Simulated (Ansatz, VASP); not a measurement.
**One calculation of KHf3O2, two programs**

The input INCAR:

```
SYSTEM = KHf3O2
ALGO = Normal
EDIFF = 1E-6
EDIFFG = -0.04
ENCUT = 600
GGA = PE
IBRION = 2
ISIF = 3
ISMEAR = 0
LASPH = .True.
LCHARG = .False.
LREAL = .False.
LWAVE = .False.
NELM = 100
NSW = 90
PREC = Accurate
SIGMA = 0.1
```

The input KPOINTS:

```
k-points
0
Gamma
  6 6 2
  0 0 0
```

POSCAR

```
KHf3O2
1.0
    4.1919381700      0.0000000000      0.0000000000
   -2.0959690900      3.6303249500      0.0000000000
    0.0000000000      0.0000000000      8.2342679200
K Hf O
1 3 2
Direct
    0.6666666700      0.3333333300      0.0000000000
    0.6666666700      0.3333333300      0.5000000000
    0.0000000000      0.0000000000      0.0000000000
    0.0000000000      0.0000000000      0.5000000000
    0.3333333300      0.6666666700      0.2478150000
    0.3333333300      0.6666666700      0.7521850000
```

Input for Ansatz:

```yaml
crystal:
  lattice:
    - [4.19193817, 0.0, 0.0]
    - [-2.09596909, 3.63032495, 0.0]
    - [0.0, 0.0, 8.23426792]
  atoms:
    - { symbol: K, position: [0.66666667, 0.33333333, 0.0] }
    - { symbol: Hf, position: [0.66666667, 0.33333333, 0.5] }
    - { symbol: Hf, position: [0.0, 0.0, 0.0] }
    - { symbol: Hf, position: [0.0, 0.0, 0.5] }
    - { symbol: O, position: [0.33333333, 0.66666667, 0.247815] }
    - { symbol: O, position: [0.33333333, 0.66666667, 0.752185] }
basis:
  ecutwfc: 420
kpoints:
  mp_grid: { grid: [6, 6, 2] }
hamiltonian:
  xc: pbe
scf:
  occupations: { method: gaussian, width: 0.1 }
  lower_state_search: "off"
output:
  forces: true
  stress: true
  eigenvalues: true
relax:
  adjacent_minimum: "off"
  f_tol: 0.04
  max_steps: 70
  cell: { stress_tol: 0.4 }
```

Change from the starting cell: species swapped into the Gd2CoNi3 type (P-6m2, No. 187).

Alike in both runs: task relaxation of cell and atoms; functional PBE; k mesh 6 × 6 × 2; occupations gaussian, width 0.1 eV; no spin polarisation.

|  | VASP | Ansatz |
| --- | --- | --- |
| version | VASP 6.6.1 | Ansatz 0.2.0 |
| potentials or method | VASP PAW PBE potentials, release 64 (K_sv, Hf_pv, O), cutoff 600 eV | scalar-relativistic, plane waves, PAW |
| valence electrons in the cell | 51 | 99 |

|  | VASP | Ansatz | Ansatz less VASP |
| --- | --- | --- | --- |
| gap on the k mesh at the Fermi level, each at its own relaxed structure (eV) | none | none | - |
| relaxed volume (Å³/atom) | 18.86 | 18.98 | +0.115 |
| relaxed length of the cell vector where the two differ most in proportion (Å) | 5.882 | 5.895 | +0.0123 |

A gap of «none» marks a metal or a gap that the smearing closes. VASP's potentials hold 51 valence electrons a cell and Ansatz's 99, so a difference there can come from the potentials and not from the codes.

The k mesh is coarse, so the values compare programs but aren't converged. Spin-orbit coupling is off throughout.
